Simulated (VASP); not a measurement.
YN2: elastic constants with PBEsol

YN2:

```xyz
3
Lattice="3.4509 0.0000 0.0000 -1.7254 2.9885 0.0000 0.0000 0.0000 3.1854" Properties=species:S:1:pos:R:3 pbc="T T T"
Y     0.0000    0.0000    0.0000
N     0.0000    1.9924    1.5927
N     1.7254    0.9962    1.5927
```

```yaml
Program: VASP 6.6.1
Task: elastic constants
Functional: PBEsol
Potentials_or_basis: VASP PAW PBE potentials, release 64 (Y_sv, N)
Cutoff: 600 eV
k_mesh: 10 × 10 × 10
Occupations: gaussian, width 0.05 eV
Spin: no spin polarisation
Dipole_correction: no
Ions_in_elastic_constants: relaxed
Further_INCAR_settings: ALGO = Normal; EDIFF = 1e-08; IBRION = 6; POTIM = 0.015; NSW = 1; ISIF = 3
```

The voigt bulk modulus is 180 GPa and the highest phonon frequency at Γ is 349 cm⁻¹. The most unstable mode is 1089i cm⁻¹.

Phonon frequencies in cm⁻¹ (negative: imaginary):
```csv
q point,frequencies
"(0.000, 0.000, 0.000)",-1089 -1089 -41 -41 0 53 53 286 349
```

Elastic tensor in Voigt notation (GPa, in the Cartesian axes of the cell as first typed):
```
259 223  54   0   0   0
223 259  54   0   0   0
 54  54 437   0   0   0
  0   0   0  39   0   0
  0   0   0   0  39   0
  0   0   0   0   0  18
```

Clamped-ion elastic tensor (GPa):
```
259 223  54   0   0   0
223 259  54   0   0   0
 54  54 437   0   0   0
  0   0   0  39   0   0
  0   0   0   0  39   0
  0   0   0   0   0  18
```

It took 44 min on 1 thread of Intel Xeon 8259CL (shared host), peak memory 0.46 GiB.

Caveat: some modes are imaginary; the PAW data sets were made with another functional, which shifts forces and pressure a little.
